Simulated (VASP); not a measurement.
# Be4B2Se (P6/mmm) in VASP: a series of runs

Be4B2Se is run at these levels: PBE; tasks: single point, relaxation of cell and atoms.

All numbers are computed with VASP 6.6.1; they aren't measurements. Logs are shortened: lines on timing, memory, paths and dates and some standing lists are left out, and cuts for length are marked.

## Step 1: The cell of the first run

The structure is hexagonal, space group P6/mmm (No. 191). Conventional cell: a = 4.179 Å, b = 4.179 Å, c = 7.008 Å, α = 90.00°, β = 90.00°, γ = 120.00°. Within 2.8 Å of Be (site symmetry mmm) lie 6 Be at 2.09 Å and 4 B at 2.67 Å. Be (site symmetry 6/mmm) has 2 B at 1.66 Å and 6 Be at 2.09 Å within 2.2 Å. B (site symmetry 6mm) has 1 Be at 1.66 Å and 1 Se at 1.84 Å within 2.2 Å. Se (site symmetry 6/mmm) has 2 B at 1.84 Å within 2.4 Å.

## Step 2: Single point, PBE

Input file INCAR:

```
  PREC = Accurate
  ENCUT = 520
  EDIFF = 1E-7
  ISMEAR = 0
  SIGMA = 0.1
  LREAL = False
  LASPH = True
  NELM = 100
  ALGO = Normal
  ISIF = 2
  LWAVE = False
  LCHARG = False
  GGA = PE
  NBANDS = 19
```

Input file KPOINTS:

```
regular mesh
0
Gamma
  6 6 4
```

Input file POSCAR:

```
Be4B2Se
1.0
    4.1785445002     -0.0000000031      0.0000000000
   -2.0892722474      3.6187256896      0.0000000000
    0.0000000000      0.0000000000      7.0084427777
Be B Se
4 2 1
Direct
    0.5000000000      0.0000000000      0.0000000000
    0.0000000000      0.5000000000      0.0000000000
    0.5000000000      0.5000000000      0.0000000000
    0.0000000000      0.0000000000      0.0000000000
    0.0000000000      0.0000000000      0.7630974972
    0.0000000000      0.0000000000      0.2369025028
    0.0000000000      0.0000000000      0.5000000000
```

Potentials or basis: VASP PAW PBE potentials, release 64 (Be, B, Se).

Launch:

```
cat potpaw_PBE.64/Be/POTCAR potpaw_PBE.64/B/POTCAR potpaw_PBE.64/Se/POTCAR > POTCAR
mpirun -np 1 vasp_std > vasp.out
```

OUTCAR:

```text
PREC = Accurate
   ENCUT = 520
   EDIFF = 1E-7
   ISMEAR = 0
   LREAL = False
   LASPH = True
   NELM = 100
   ISIF = 2
   GGA = PE

 ion  position               nearest neighbor table
   1  0.500  0.000  0.000-   4 2.09   4 2.09   3 2.09   3 2.09   2 2.09   2 2.09
   2  0.000  0.500  0.000-   3 2.09   3 2.09   4 2.09   4 2.09   1 2.09   1 2.09
   3  0.500  0.500  0.000-   2 2.09   2 2.09   1 2.09   1 2.09   4 2.09   4 2.09
   4  0.000  0.000  0.000-   5 1.66   6 1.66   1 2.09   1 2.09   2 2.09   2 2.09   3 2.09   3 2.09

   5  0.000  0.000  0.763-   4 1.66   7 1.84
   6  0.000  0.000  0.237-   4 1.66   7 1.84
   7  0.000  0.000  0.500-   5 1.84   6 1.84

  LATTYP: Found a hexagonal cell.
 ALAT       =     4.1785445002
 C/A-ratio  =     1.6772449779

  Lattice vectors:

 A1 = (   4.1785445002,  -0.0000000031,   0.0000000000)
 A2 = (  -2.0892722474,   3.6187256896,   0.0000000000)
 A3 = (   0.0000000000,   0.0000000000,   7.0084427777)

Analysis of symmetry for initial positions (statically):
=====================================================================
 Subroutine PRICEL returns:
 Original cell was already a primitive cell.

 Routine SETGRP: Setting up the symmetry group for a
 hexagonal supercell.

 Subroutine GETGRP returns: Found 24 space group operations
 (whereof 24 operations were pure point group operations)
 out of a pool of 24 trial point group operations.

The static configuration has the point symmetry D_6h.

Analysis of symmetry for dynamics (positions and initial velocities):
=====================================================================
 Subroutine PRICEL returns:
 Original cell was already a primitive cell.

 Routine SETGRP: Setting up the symmetry group for a
 hexagonal supercell.

 Subroutine GETGRP returns: Found 24 space group operations
 (whereof 24 operations were pure point group operations)
 out of a pool of 24 trial point group operations.

The dynamic configuration has the point symmetry D_6h.

 Subroutine INISYM returns: Found 24 space group operations
 (whereof 24 operations are pure point group operations),
 and found     1 'primitive' translations

----------------------------------------------------------------------------------------

                                     Primitive cell
[... 98 lines left out ...]
   LREAL  =      F    real-space projection
   EDIFFG = 0.1E-05   stopping-criterion for IOM
   NSW    =      0    number of steps for IOM
   IBRION =     -1    ionic relax: 0-MD 1-quasi-New 2-CG
   NFREE  =      0    steps in history (QN), initial steepest desc. (CG)
   ISIF   =      2    stress and relaxation
   ISYM   =      2    0-nonsym 1-usesym 2-fastsym
   POTIM  = 0.5000    time-step for ionic-motion
   TEBEG  =    0.0;   TEEND  =   0.0 temperature during run
   PSTRESS=    0.0 pullay stress
   NELECT =      20.0000    total number of electrons
   NUPDOWN=      -1.0000    fix difference up-down
   EMIN   =  10.00;   EMAX   =-10.00  energy-range for DOS
   EFERMI =   0.00;   METHOD = LEGACY
   ISMEAR =     0;   SIGMA  =   0.10  broadening in eV -4-tet -1-fermi 0-gaus
   EFERMI_NEDOS =   21; number of points for ismear=-14 and -15
   IALGO  =     38    algorithm
   IMIX   =      4    mixing-type and parameters
     AMIX     =   0.40;   BMIX     =  1.00
     AMIX_MAG =   1.60;   BMIX_MAG =  1.00
  volume/ion in A,a.u.               =      15.14       102.16
  Fermi-wavevector in a.u.,A,eV,Ry     =   0.939040  1.774528 11.997564  0.881796
  Thomas-Fermi vector in A             =   2.066312
   LORBIT       =      0    0 simple, 1 ext, 2 COOP (PROOUT), +10 PAW based schemes
   GGA     = PE    functional components
   LHFCALC =     F    Hartree Fock is set to
   AEXX    =    0.0000 exact exchange contribution
   IVDW    =     0    specifies the selected vdW correction
   LEPSILON=     F    determine dielectric tensor
   LRPA    =     F    only Hartree local field effects (RPA)
 non-spin polarized calculation
 Gauss-broadening in eV      SIGMA  =   0.10
  energy-cutoff  :      520.00
  volume of cell :      105.97
 maximum number of plane-waves:      2882
 NGX is ok and might be reduce to    32
   NGX = 15   NGY = 15   NGZ = 27

 number of electron      19.9999999 magnetization

 Free energy of the ion-electron system (eV)
  ---------------------------------------------------
  ext. energy  EPLUGINS =         0.00000000
  ---------------------------------------------------
  free energy    TOTEN  =       -25.50587662 eV

  energy without entropy =      -25.49641694  energy(sigma->0) =      -25.50114678

 E-fermi :   2.4529     XC(G=0):  -8.5295

 val. band max:        2.3419433108   @ k =   0.5000   0.0000   0.0000
 cond. band min:       2.4740585733   @ k =   0.1667  -0.0000   0.2500
 fundamental gap:      0.1321152625
 Fermi energy:         2.4528617820

 k-point     1 :       0.0000    0.0000    0.0000
  band No.  band energies     occupation
      1     -12.6900      2.00000
      2      -6.9895      2.00000
      3      -6.7555      2.00000
      4      -2.7131      2.00000
      5      -1.2879      2.00000
      6      -1.2879      2.00000
[... 439 lines left out ...]
      6      -3.1658      2.00000
[... 11 lines left out ...]
     18       8.2975      0.00000
     19      10.3397      0.00000

------------------------ aborting loop because EDIFF is reached ----------------------------------------

  FORCE on cell =-STRESS in cart. coord.  units (eV):
  Direction    XX          YY          ZZ          XY          YZ          ZX
  --------------------------------------------------------------------------------------
  -------------------------------------------------------------------------------------
  Total        0.1105379      0.1105379      0.1735722      0.0000000     -0.0000000      0.0000000
  in kB        1.6711659      1.6711659      2.6241488      0.0000000     -0.0000000      0.0000000
  external PRESSURE =       1.9888269 kB  Pullay stress =       0.0000000 kB

 VOLUME and BASIS-vectors are now :
 -----------------------------------------------------------------------------
  energy-cutoff  :      520.00
  volume of cell :      105.97
      direct lattice vectors                 reciprocal lattice vectors
     4.178544500 -0.000000003  0.000000000     0.239317782  0.138170185  0.000000000
    -2.089272247  3.618725690  0.000000000     0.000000000  0.276340371  0.000000000
     0.000000000  0.000000000  7.008442778     0.000000000  0.000000000  0.142685049

 POSITION                                       TOTAL-FORCE (eV/Angst)
 -----------------------------------------------------------------------------------
      2.08927     -0.00000      0.00000         0.000000      0.000000      0.000000
     -1.04464      1.80936      0.00000         0.000000      0.000000      0.000000
      1.04464      1.80936      0.00000         0.000000      0.000000      0.000000
      0.00000      0.00000      0.00000         0.000000      0.000000      0.000000
      0.00000      0.00000      5.34813        -0.000000     -0.000000      0.025225
      0.00000      0.00000      1.66032         0.000000     -0.000000     -0.025225
      0.00000      0.00000      3.50422         0.000000      0.000000      0.000000
 -----------------------------------------------------------------------------------
    total drift:                                0.000000      0.000000     -0.000000

  FREE ENERGIE OF THE ION-ELECTRON SYSTEM (eV)
  ---------------------------------------------------
  free  energy   TOTEN  =       -25.5058766210 eV

  energy  without entropy=      -25.4964169403  energy(sigma->0) =      -25.50114678
```

OSZICAR:

```text
N       E                     dE             d eps       ncg     rms          rms(c)
DAV:   1     0.473712015064E+02    0.47371E+02   -0.80287E+03   798   0.872E+02
DAV:   2    -0.248220609493E+02   -0.72193E+02   -0.68823E+02  1055   0.149E+02
DAV:   3    -0.290528169950E+02   -0.42308E+01   -0.41671E+01  1049   0.351E+01
DAV:   4    -0.291040554678E+02   -0.51238E-01   -0.51143E-01  1054   0.398E+00
DAV:   5    -0.291045974753E+02   -0.54201E-03   -0.54196E-03  1030   0.416E-01    0.754E+00
DAV:   6    -0.257662859315E+02    0.33383E+01   -0.83786E+00   995   0.125E+01    0.340E+00
DAV:   7    -0.255477589631E+02    0.21853E+00   -0.14995E+00   979   0.575E+00    0.169E+00
DAV:   8    -0.255062692996E+02    0.41490E-01   -0.90276E-02  1064   0.143E+00    0.804E-01
DAV:   9    -0.255047802715E+02    0.14890E-02   -0.22363E-02  1002   0.696E-01    0.224E-01
DAV:  10    -0.255056632107E+02   -0.88294E-03   -0.20600E-03   912   0.234E-01    0.456E-02
DAV:  11    -0.255058035118E+02   -0.14030E-03   -0.15034E-04  1061   0.731E-02    0.235E-02
DAV:  12    -0.255058742302E+02   -0.70718E-04   -0.13234E-04   945   0.574E-02    0.101E-02
DAV:  13    -0.255058755246E+02   -0.12944E-05   -0.10238E-05   963   0.190E-02    0.315E-03
DAV:  14    -0.255058766834E+02   -0.11589E-05   -0.36284E-06   943   0.945E-03    0.352E-03
DAV:  15    -0.255058766210E+02    0.62463E-07   -0.62344E-07  1056   0.415E-03
   1 F= -.25505877E+02 E0= -.25501147E+02  d E =-.945968E-02
```

Wall time 26 s (1 thread of Intel Xeon 6975P-C, shared host); peak memory 0.24 GiB.

Results:

| Item | Value |
| --- | --- |
| Free energy | -25.5059 eV |
| Pressure | 0.2 GPa |
| Largest force | 0.025 eV/Å |
| Band gap on the k mesh | zero (band 10 reaches 3.16 eV, above the bottom of band 11 at 1.75 eV) |

Forces on the atoms (eV/Å):
```
Be   0.000  0.000  0.000
Be   0.000  0.000  0.000
Be   0.000  0.000  0.000
Be   0.000  0.000  0.000
B    0.000  0.000  0.025
B    0.000  0.000 -0.025
Se   0.000  0.000  0.000
```

## Step 3: Relaxation of cell and atoms, PBE

This run uses another cell than the first one, of 12.58 Å³/atom, 0.831 times its volume.

Input file INCAR:

```
SYSTEM = Be4B2Se
PREC = Accurate ; ENCUT = 600
EDIFF = 1E-6 ; ISMEAR = 0
SIGMA = 0.1 ; LREAL = .FALSE.
LASPH = .TRUE. ; NELM = 60
ALGO = Normal ; ISIF = 3
LWAVE = .FALSE. ; LCHARG = .FALSE.
GGA = PE ; IBRION = 2
NSW = 90 ; EDIFFG = -0.04
```

Input file KPOINTS:

```
Automatic mesh
0
G
  6 6 4
  0 0 0
```

Input file POSCAR:

```
Be4B2Se
1.0
    3.8771720700      0.0000000000      0.0000000000
   -1.9385860300      3.3577295000      0.0000000000
    0.0000000000      0.0000000000      6.7622730500
Be B Se
4 2 1
Direct
    0.5000000000      0.0000000000      0.0000000000
    0.0000000000      0.5000000000      0.0000000000
    0.5000000000      0.5000000000      0.0000000000
    0.0000000000      0.0000000000      0.0000000000
    0.0000000000      0.0000000000      0.7846798200
    0.0000000000      0.0000000000      0.2153201800
    0.0000000000      0.0000000000      0.5000000000
```

Potentials or basis: VASP PAW PBE potentials, release 64 (Be, B, Se).

Launch:

```
cat potpaw_PBE.64/Be/POTCAR potpaw_PBE.64/B/POTCAR potpaw_PBE.64/Se/POTCAR > POTCAR
mpirun -np 1 vasp_std > vasp.out
```

It took 1.9 min on 1 thread of Intel Xeon 6975P-C, shared host; peak memory 0.25 GiB.

It converged, with:

```yaml
Free_energy: -25.5053 eV
Relaxed_volume: 15.16 Å³/atom
Relaxed_cell: a = 4.179 Å, b = 4.179 Å, c = 7.017 Å, α = 90.00°, β = 90.00°, γ = 120.00°
Space_group_after_relaxing_to_0.05_Å: P6/mmm (No. 191)
Energy_gained_by_relaxing: 201.3 meV/atom
Ionic_steps: 8
Pressure_after_relaxing: 0.0 GPa
Largest_force_after_relaxing: 0.036 eV/Å
Band_gap_on_the_k_mesh: zero (band 10 reaches 3.14 eV, above the bottom of band 11 at 1.74 eV)
```

Forces on the atoms (eV/Å):
```
Be   0.000  0.000  0.000
Be   0.000  0.000  0.000
Be   0.000  0.000  0.000
Be   0.000  0.000  0.000
B    0.000  0.000 -0.036
B    0.000  0.000  0.036
Se   0.000  0.000  0.000
```

Stress tensor (GPa, compression positive):
```
 0.15  0.00  0.00
 0.00  0.15  0.00
 0.00  0.00 -0.20
```

The path:
```csv
step,energy change (eV),largest force (eV/Å),pressure (GPa),volume (Å³)
1,0.0000,6.2590,13.27,88.03
2,-0.2274,5.8813,6.15,101.97
3,-1.0842,1.0523,6.49,94.60
4,-1.0857,0.8957,6.57,94.41
5,-1.3870,0.2018,1.49,102.96
6,-1.4085,0.0905,-0.28,106.94
7,-1.4092,0.0531,-0.07,106.40
8,-1.4091,0.0358,0.04,106.15
```

Final structure:
```
CELL_PARAMETERS angstrom
4.17939 0.00000 0.00000
-2.08969 3.61945 0.00000
0.00000 0.00000 7.01705
ATOMIC_POSITIONS crystal
Be 0.50000 0.00000 0.00000
Be 0.00000 0.50000 0.00000
Be 0.50000 0.50000 0.00000
Be 0.00000 0.00000 0.00000
B 0.00000 0.00000 0.76329
B 0.00000 0.00000 0.23671
Se 0.00000 0.00000 0.50000
```

Levels at points of the mesh, in eV from the Fermi level:
```tsv
k point	band 8	band 9	band 10	band 11	band 12	band 13
(0.00, 0.00, 0.00)	-1.81	-1.77	-0.81	0.53	0.53	2.05
(0.50, 0.00, 0.00)	-2.50	-2.37	-1.97	-0.10	0.90	3.43
(0.00, 0.00, 0.50)	-2.83	-1.76	0.08	1.94	2.33	2.80
(0.50, 0.00, 0.50)	-3.21	-2.45	-0.48	1.08	2.04	2.52
```

Caveat: the volume moved by over 15 % at a fixed basis, so the end points are rough.
